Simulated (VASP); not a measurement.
# Rh (Im-3m) in VASP: notebook, part 2 of 2

VASP 6.6.1. The steps go on from the part before.

### 3 Single point, PBEsol

This run uses another cell than the first one, of 13.89 Å³/atom, 0.916 times its volume.

Contents of INCAR:

```
ALGO = Normal ; EDIFF = 1E-6
ENCUT = 500 ; GGA = PS
GGA_COMPAT = False ; ISIF = 2
ISMEAR = 0 ; LASPH = True
LCHARG = False ; LREAL = False
LWAVE = False ; NBANDS = 14
NELM = 120 ; PREC = Accurate
SIGMA = 0.1
```

Contents of KPOINTS:

```
k-points
0
Gamma
  8 8 8
```

Contents of POSCAR:

```
Rh
1.0
   -1.5144272620      1.5144272620      1.5144272620
    1.5144272620     -1.5144272620      1.5144272620
    1.5144272620      1.5144272620     -1.5144272620
Rh
1
Direct
    0.0000000000      0.0000000000      0.0000000000
```

Potentials or basis: VASP PAW PBE potentials, release 64 (Rh_pv).

On the command line:

```sh
$ cat potpaw_PBE.64/Rh_pv/POTCAR > POTCAR
$ mpirun -np 1 vasp_std > vasp.out
```

OUTCAR:

```text
EDIFF = 1E-6
   ENCUT = 500
   GGA = PS
   ISIF = 2
   ISMEAR = 0
   LASPH = True
   LREAL = False
   NELM = 120
   PREC = Accurate

 ion  position               nearest neighbor table
   1  0.000  0.000  0.000-

  LATTYP: Found a body centered cubic cell.
 ALAT       =     3.0288545240

  Lattice vectors:

 A1 = (  -1.5144272620,   1.5144272620,   1.5144272620)
 A2 = (   1.5144272620,  -1.5144272620,   1.5144272620)
 A3 = (   1.5144272620,   1.5144272620,  -1.5144272620)

Analysis of symmetry for initial positions (statically):
=====================================================================
 Subroutine PRICEL returns:
 Original cell was already a primitive cell.

 Routine SETGRP: Setting up the symmetry group for a
 body centered cubic supercell.

 Subroutine GETGRP returns: Found 48 space group operations
 (whereof 48 operations were pure point group operations)
 out of a pool of 48 trial point group operations.

The static configuration has the point symmetry O_h .

Analysis of symmetry for dynamics (positions and initial velocities):
=====================================================================
 Subroutine PRICEL returns:
 Original cell was already a primitive cell.

 Routine SETGRP: Setting up the symmetry group for a
 body centered cubic supercell.

 Subroutine GETGRP returns: Found 48 space group operations
 (whereof 48 operations were pure point group operations)
 out of a pool of 48 trial point group operations.

The dynamic configuration has the point symmetry O_h .

 Subroutine INISYM returns: Found 48 space group operations
 (whereof 48 operations are pure point group operations),
 and found     1 'primitive' translations

----------------------------------------------------------------------------------------

                                     Primitive cell

  volume of cell :      13.8933

  direct lattice vectors                    reciprocal lattice vectors
    -1.514427262  1.514427262  1.514427262     0.000000000  0.330157818  0.330157818
     1.514427262 -1.514427262  1.514427262     0.330157818  0.000000000  0.330157818
     1.514427262  1.514427262 -1.514427262     0.330157818  0.330157818  0.000000000

  length of vectors
     2.623064962  2.623064962  2.623064962     0.466913664  0.466913664  0.466913664

  position of ions in fractional coordinates (direct lattice)
     0.000000000  0.000000000  0.000000000

  ion indices of the primitive-cell ions
   primitive index   ion index
                 1           1

----------------------------------------------------------------------------------------

 KPOINTS: k-points

Automatic generation of k-mesh.
 Grid dimensions read from file:
 generate k-points for:    8    8    8

 Generating k-lattice:

  Cartesian coordinates                     Fractional coordinates (reciprocal lattice)
     0.000000000  0.041269727  0.041269727     0.125000000  0.000000000  0.000000000
     0.041269727  0.000000000  0.041269727     0.000000000  0.125000000  0.000000000
     0.041269727  0.041269727  0.000000000     0.000000000  0.000000000  0.125000000

  Length of vectors
     0.058364208  0.058364208  0.058364208

  Shift w.r.t. Gamma in fractional coordinates (k-lattice)
     0.000000000  0.000000000  0.000000000

 Subroutine IBZKPT returns following result:
 ===========================================

 Found     29 irreducible k-points:

 Following reciprocal coordinates:
            Coordinates               Weight
  0.000000  0.000000  0.000000      1.000000
  0.125000  0.000000  0.000000     12.000000
  0.250000  0.000000  0.000000     12.000000
  0.375000  0.000000  0.000000     12.000000
  0.500000  0.000000  0.000000      6.000000
  0.125000  0.125000  0.000000     24.000000
[... 16 lines left out ...]
 -0.250000  0.250000  0.250000      6.000000
 -0.375000  0.375000  0.250000     24.000000
 [... further k-points ...]
   k-points           NKPTS =     29   k-points in BZ     NKDIM =     29   number of bands    NBANDS=     14
   number of dos      NEDOS =    301   number of ions     NIONS =      1
   total plane-waves  NPLWV =   8000
   dimension x,y,z NGX =    20 NGY =   20 NGZ =   20
   dimension x,y,z NGXF=    40 NGYF=   40 NGZF=   40
   ions per type =               1
   NGX,Y,Z   is equivalent  to a cutoff of  12.68, 12.68, 12.68 a.u.
   NGXF,Y,Z  is equivalent  to a cutoff of  25.35, 25.35, 25.35 a.u.
 SYSTEM =  unknown system
   PREC   = accura    normal or accurate (medium, high low for compatibility)
   ISTART =      0    job   : 0-new  1-cont  2-samecut
   ICHARG =      2    charge: 1-file 2-atom 10-const
   ISPIN  =      1    spin polarized calculation?
   LNONCOLLINEAR =      F non collinear calculations
   LSORBIT =      F    spin-orbit coupling
   LASPH  =      T    aspherical Exc in radial PAW
   ENCUT  =  500.0 eV  36.75 Ry    6.06 a.u.   4.78  4.78  4.78*2*pi/ulx,y,z
   NELM   =    120;   NELMIN=  2; NELMDL= -5     # of ELM steps
   EDIFF  = 0.1E-05   stopping-criterion for ELM
   LREAL  =      F    real-space projection
   EDIFFG = 0.1E-04   stopping-criterion for IOM
   NSW    =      0    number of steps for IOM
   IBRION =     -1    ionic relax: 0-MD 1-quasi-New 2-CG
   NFREE  =      0    steps in history (QN), initial steepest desc. (CG)
   ISIF   =      2    stress and relaxation
   ISYM   =      2    0-nonsym 1-usesym 2-fastsym
   POTIM  = 0.5000    time-step for ionic-motion
   TEBEG  =    0.0;   TEEND  =   0.0 temperature during run
   PSTRESS=    0.0 pullay stress
   NELECT =      15.0000    total number of electrons
   NUPDOWN=      -1.0000    fix difference up-down
   EMIN   =  10.00;   EMAX   =-10.00  energy-range for DOS
   EFERMI =   0.00;   METHOD = LEGACY
   ISMEAR =     0;   SIGMA  =   0.10  broadening in eV -4-tet -1-fermi 0-gaus
   EFERMI_NEDOS =   21; number of points for ismear=-14 and -15
   IALGO  =     38    algorithm
   IMIX   =      4    mixing-type and parameters
     AMIX     =   0.40;   BMIX     =  1.00
     AMIX_MAG =   1.60;   BMIX_MAG =  1.00
  volume/ion in A,a.u.               =      13.89        93.76
  Fermi-wavevector in a.u.,A,eV,Ry     =   1.679462  3.173723 38.376490  2.820592
  Thomas-Fermi vector in A             =   2.763370
   LORBIT       =      0    0 simple, 1 ext, 2 COOP (PROOUT), +10 PAW based schemes
   GGA     = PS    functional components
   LHFCALC =     F    Hartree Fock is set to
   AEXX    =    0.0000 exact exchange contribution
   IVDW    =     0    specifies the selected vdW correction
   LEPSILON=     F    determine dielectric tensor
   LRPA    =     F    only Hartree local field effects (RPA)
 non-spin polarized calculation
 Gauss-broadening in eV      SIGMA  =   0.10
  energy-cutoff  :      500.00
  volume of cell :       13.89
 maximum number of plane-waves:       370
   NGX =  9   NGY =  9   NGZ =  9

 number of electron      14.9999993 magnetization

 Free energy of the ion-electron system (eV)
  ---------------------------------------------------
  ext. energy  EPLUGINS =         0.00000000
  ---------------------------------------------------
  free energy    TOTEN  =        -7.75012685 eV

  energy without entropy =       -7.73714211  energy(sigma->0) =       -7.74363448

 E-fermi :  11.3870     XC(G=0): -14.1340

 val. band max:       11.3750471031   @ k =   0.2500   0.2500   0.2500
 cond. band min:      11.4065962170   @ k =  -0.3750  -0.3750   0.1250
 fundamental gap:      0.0315491139
 Fermi energy:        11.3869823316

 k-point     1 :       0.0000    0.0000    0.0000
  band No.  band energies     occupation
      1     -34.5960      2.00000
      2     -34.5960      2.00000
      3     -34.5960      2.00000
      4       3.5932      2.00000
      5       8.4423      2.00000
      6       8.4423      2.00000
      7       8.4423      2.00000
      8      10.9455      2.00000
      9      10.9455      2.00000
     10      29.8197      0.00000
     11      29.8197      0.00000
     12      29.8197      0.00000
     13      32.2617      0.00000
     14      39.9601      0.00000
[... 375 lines left out ...]
 k-point    24 :      -0.3750    0.3750    0.2500
  band No.  band energies     occupation
      1     -35.1391      2.00000
      2     -34.9429      2.00000
      3     -34.8693      2.00000
      4       6.7428      2.00000
      5       7.2240      2.00000
      6       9.1907      2.00000
      7       9.9210      2.00000
      8      11.7845      0.00000
      9      14.9386      0.00000
     10      24.4184      0.00000
     11      26.8257      0.00000
     12      28.9245      0.00000
     13      31.3382      0.00000
     14      32.2664      0.00000

 [... further k-points ...]
[... 5 lines left out ...]
  --------------------------------------------------------------------------------------
  -------------------------------------------------------------------------------------
  Total       -0.0022096     -0.0022096     -0.0022096     -0.0000000     -0.0000000      0.0000000
  in kB       -0.2548119     -0.2548119     -0.2548119     -0.0000000     -0.0000000      0.0000000
  external PRESSURE =      -0.2548119 kB  Pullay stress =       0.0000000 kB

 VOLUME and BASIS-vectors are now :
 -----------------------------------------------------------------------------
  energy-cutoff  :      500.00
  volume of cell :       13.89
      direct lattice vectors                 reciprocal lattice vectors
    -1.514427262  1.514427262  1.514427262     0.000000000  0.330157818  0.330157818
     1.514427262 -1.514427262  1.514427262     0.330157818  0.000000000  0.330157818
     1.514427262  1.514427262 -1.514427262     0.330157818  0.330157818  0.000000000

 POSITION                                       TOTAL-FORCE (eV/Angst)
 -----------------------------------------------------------------------------------
      0.00000      0.00000      0.00000        -0.000000      0.000000     -0.000000
 -----------------------------------------------------------------------------------
    total drift:                                0.000000     -0.000000      0.000000

  FREE ENERGIE OF THE ION-ELECTRON SYSTEM (eV)
  ---------------------------------------------------
  free  energy   TOTEN  =        -7.7501268507 eV

  energy  without entropy=       -7.7371421076  energy(sigma->0) =       -7.74363448
```

Run time: 3.2 s. Hardware: 1 thread of Intel Xeon 6975P-C (Granite Rapids), shared host; peak memory 0.12 GiB.

Results:

```
Free energy : -7.7501 eV
Pressure    : 0.0 GPa
```

Levels at points of the mesh, in eV from the Fermi level:
```tsv
k point	band 4	band 5	band 6	band 7	band 8	band 9	band 10	band 11	band 12	band 13
(0.00, 0.00, 0.00)	-7.79	-2.94	-2.94	-2.94	-0.44	-0.44	18.43	18.43	18.43	20.87
(0.50, 0.00, 0.00)	-5.91	-4.48	-0.51	-0.08	1.26	1.64	9.40	14.57	18.49	20.88
(0.50, 0.50, 0.50)	-5.90	-5.90	1.12	1.12	1.12	9.43	9.43	9.43	19.30	19.30
```

Caveat: the k points lie up to 0.37 Å⁻¹ apart; the PAW data sets were made with another functional, which shifts forces and pressure a little.

### 4 Relaxation of cell and atoms, PBEsol

Contents of INCAR:

```
PREC = Accurate ; ENCUT = 500
EDIFF = 1E-7 ; ISMEAR = 0
SIGMA = 0.1 ; LREAL = False
LASPH = True ; NELM = 120
ALGO = Normal ; ISIF = 3
LWAVE = False ; LCHARG = False
GGA = PS ; IBRION = 2
NSW = 90 ; EDIFFG = -0.04
GGA_COMPAT = False ; NELMIN = 4
```

Contents of KPOINTS:

```
regular mesh
0
Gamma
  8 8 8
```

Contents of POSCAR:

```
Rh
1.0
   -1.5592085237      1.5592085237      1.5592085237
    1.5592085237     -1.5592085237      1.5592085237
    1.5592085237      1.5592085237     -1.5592085237
Rh
1
Direct
    0.0000000000      0.0000000000      0.0000000000
```

On the command line:

```sh
$ cat potpaw_PBE.64/Rh_pv/POTCAR > POTCAR
$ mpirun -np 1 vasp_std > vasp.out
```

Wall time 7.8 s (1 thread of Intel Xeon 6975P-C (Granite Rapids), shared host); peak memory 0.12 GiB.

It converged, with:

| Property | Result |
| --- | --- |
| Free energy | -7.7509 eV |
| Relaxed volume | 13.91 Å³/atom |
| Relaxed cell | a = 2.624 Å, b = 2.624 Å, c = 2.624 Å, α = 109.47°, β = 109.47°, γ = 109.47° |
| Space group after relaxing (to 0.05 Å) | Im-3m (No. 229) |
| Energy gained by relaxing | 82.1 meV/atom |
| Ionic steps | 4 |
| Pressure after relaxing | -0.4 GPa |

Step by step:
```csv
step,energy change (eV),largest force (eV/Å),pressure (GPa),volume (Å³)
1,0.0000,0.0000,-18.86,15.16
2,0.3844,0.0000,77.51,11.57
3,-0.0818,0.0000,-1.40,13.96
4,-0.0821,0.0000,-0.38,13.91
```

Final structure:
```
Rh
1.0
    -1.51495    1.51495    1.51495
     1.51495   -1.51495    1.51495
     1.51495    1.51495   -1.51495
Rh
1
Cartesian
  0.0000 0.0000 0.0000
```

Levels at points of the mesh, in eV from the Fermi level:
```tsv
k point	band 4	band 5	band 6	band 7	band 8	band 9	band 10	band 11
(0.00, 0.00, 0.00)	-7.79	-2.94	-2.94	-2.94	-0.44	-0.44	18.43	18.43
(0.50, 0.00, 0.00)	-5.90	-4.48	-0.51	-0.08	1.26	1.63	9.38	14.57
(0.50, 0.50, 0.50)	-5.89	-5.89	1.11	1.11	1.11	9.43	9.43	9.43
```

Caveat: the PAW data sets were made with another functional, which shifts forces and pressure a little.

### 5 Summary

| task | cell | gap on the mesh (eV) | pressure (GPa) |
| --- | --- | --- | --- |
| single point | a = 2.701 Å, angles 109.5°, 1 atom | none | -18.9 |
| single point | a = 2.623 Å, angles 109.5°, 1 atom | none | 0.0 |
| relaxation of cell and atoms | relaxed from a = 2.701 Å, angles 109.5°, 1 atom | none | -0.4 |

Alike in all rows: level PBEsol; potentials or basis VASP PAW PBE potentials, release 64 (Rh_pv); no spin polarisation; k mesh 8 × 8 × 8; cutoff (eV) 500; smearing gaussian 0.1 eV.

Caveats: some runs use coarse meshes; the PAW data sets were made with another functional, which shifts forces and pressure a little.

Absolute energies hang on the potentials; compare differences alone.
